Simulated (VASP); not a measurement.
Input of a VASP 6.6.1 run:

INCAR

```
ALGO = Normal
EDIFF = 1E-7
ENCUT = 520
GGA = PS
ISIF = 2
ISMEAR = 0
LASPH = T
LCHARG = T
LELF = T
LREAL = F
LVHAR = T
LWAVE = F
NBANDS = 16
NELM = 80
PREC = Accurate
SIGMA = 0.1
```

The input KPOINTS:

```
k-points
0
Gamma
  12 12 12
```

File POSCAR:

```
NbP
1.0
    3.2922811521      0.0000000000      0.0000000000
   -1.6461405760      2.8511991141      0.0000000000
    0.0000000000      0.0000000000      3.3220237580
Nb P
1 1
Direct
    0.3333333333      0.6666666667      0.5000000000
    0.0000000000      0.0000000000      0.0000000000
```

Potentials or basis: VASP PAW PBE potentials, release 64 (Nb_sv, P).

The run is started by

```sh
$ cat potpaw_PBE.64/Nb_sv/POTCAR potpaw_PBE.64/P/POTCAR > POTCAR
$ mpirun -np 1 vasp_std > vasp.out
```

What does it give for the band gap on the k mesh?

Zero (band 9 reaches 11.00 eV, above the bottom of band 10 at 10.44 eV).

What does it give for the pressure?

-0.3 GPa.

Caveat: the PAW data sets were made with another functional, which shifts forces and pressure a little.
